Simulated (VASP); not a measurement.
A run of VASP 6.6.1:

INCAR

```
SYSTEM = CuF
ALGO     = Normal         ! electronic algorithm
EDIFF    = 1E-6           ! SCF threshold, eV
ENCUT    = 820            ! plane-wave cutoff, eV
GGA      = PE             ! functional
GGA_COMPAT= .False.      
ISIF     = 2              ! what is computed and relaxed
ISMEAR   = -1             ! smearing method
LASPH    = .True.         ! aspherical terms in the spheres
LCHARG   = .False.        ! write CHGCAR
LREAL    = .False.        ! projectors in reciprocal space
LWAVE    = .False.        ! write WAVECAR
NBANDS   = 34             ! bands
NELM     = 120            ! most SCF steps
PREC     = Accurate       ! precision mode
SIGMA    = 0.02           ! smearing width, eV
```

KPOINTS

```
k-points
0
Gamma
  12 12 4
  0 0 0
```

File POSCAR:

```
CuF
1.0
    2.7897758246      0.0000000000      0.0000000000
   -1.3948879123      2.4160167350      0.0000000000
    0.0000000000      0.0000000000      6.7211225818
Cu F
2 2
Direct
    0.3333333333      0.6666666667      0.0459865600
    0.6666666667      0.3333333333      0.5459865600
    0.3333333333      0.6666666667      0.3290134400
    0.6666666667      0.3333333333      0.8290134400
```

Potentials or basis: VASP PAW PBE potentials, release 64 (Cu_sv_GW, F).

Launch:

```sh
$ cat potpaw_PBE.64/Cu_sv_GW/POTCAR potpaw_PBE.64/F/POTCAR > POTCAR
$ mpirun -np 1 vasp_std > vasp.out
```

Hardware: 1 thread of Intel(R) Xeon(R) 6975P-C (Granite Rapids), on a shared host.

How long does it take, and how much memory?

Run time: 2.1 min on 1 thread of Intel(R) Xeon(R) 6975P-C (Granite Rapids), on a shared host, peak memory 0.33 GiB. Counts: scf iterations 13, k points 57.
